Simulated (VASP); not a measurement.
Here is a VASP 6.6.1 calculation.

Contents of INCAR:

```
SYSTEM = Zr
PREC = Accurate ; ENCUT = 520
EDIFF = 1E-6 ; ISMEAR = -1
SIGMA = 0.08 ; LREAL = .FALSE.
LASPH = .TRUE. ; NELM = 100
ALGO = Normal ; ISIF = 2
LWAVE = .FALSE. ; LCHARG = .TRUE.
LELF = .TRUE. ; LVHAR = .TRUE.
NBANDS = 19
```

The input KPOINTS:

```
Automatic mesh
0
G
  16 16 16
  0 0 0
```

Contents of POSCAR:

```
Zr
1.0
   -2.4730194746      2.4730194746      1.3761465725
    2.4730194746     -2.4730194746      1.3761465725
    2.4730194746      2.4730194746     -1.3761465725
Zr
2
Direct
   -0.3750000000     -0.1250000000     -0.2500000000
    0.3750000000      0.1250000000      0.2500000000
```

Potentials or basis: VASP PAW LDA potentials, release 64 (Zr_sv).

Launch:

```bash
$ cat potpaw_LDA.64/Zr_sv/POTCAR > POTCAR
$ mpirun -np 1 vasp_std > vasp.out
```

Question: Estimate the pressure.

Answer: 38.4 GPa.

Question: Estimate the band gap on the k mesh.

Answer: Zero (bands 12 and 13 overlap by 1.60 eV).

Stress tensor (GPa, compression positive):
```
38.51  0.00  0.00
 0.00 38.51  0.00
 0.00  0.00 38.29
```

Caveat: the cell stands under pressure.
